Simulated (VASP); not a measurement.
Crystal: SrO.

```
CELL_PARAMETERS angstrom
3.10287 0.00000 0.00000
0.00000 3.10287 0.00000
0.00000 0.00000 3.10287
ATOMIC_POSITIONS crystal
Sr 0.00000 0.00000 0.00000
O 0.50000 0.50000 0.50000
```

Base run:

| Property | Result |
| --- | --- |
| Program | VASP 6.6.1 |
| Functional | HSE06 |
| Potentials or basis | VASP PAW PBE potentials, release 64 (Sr_sv, O) |
| Cutoff | 520 eV |
| k mesh | 6 × 6 × 6 |
| Occupations | gaussian, width 0.01 eV |
| Spin | no spin polarisation |

Its results: band gap on the k mesh 4.27 eV (least direct gap 4.34 eV); pressure 0.5 GPa.

Question: The run is repeated on the same cell with these changes: functional from HSE06 to PBE0; further incar settings from ALGO = Normal; EDIFF = 1e-06; NBANDS = 15 to ALGO = Normal; EDIFF = 1e-07; NBANDS = 15. What comes out?

Answer: Band gap on the k mesh 5.01 eV (least direct gap 5.09 eV); pressure 0.4 GPa.

Caveats: the structure was generated, so it needn't be the stable form of SrO; the PAW data sets were made with another functional, which shifts forces and pressure a little.

A k mesh can miss the band edges.
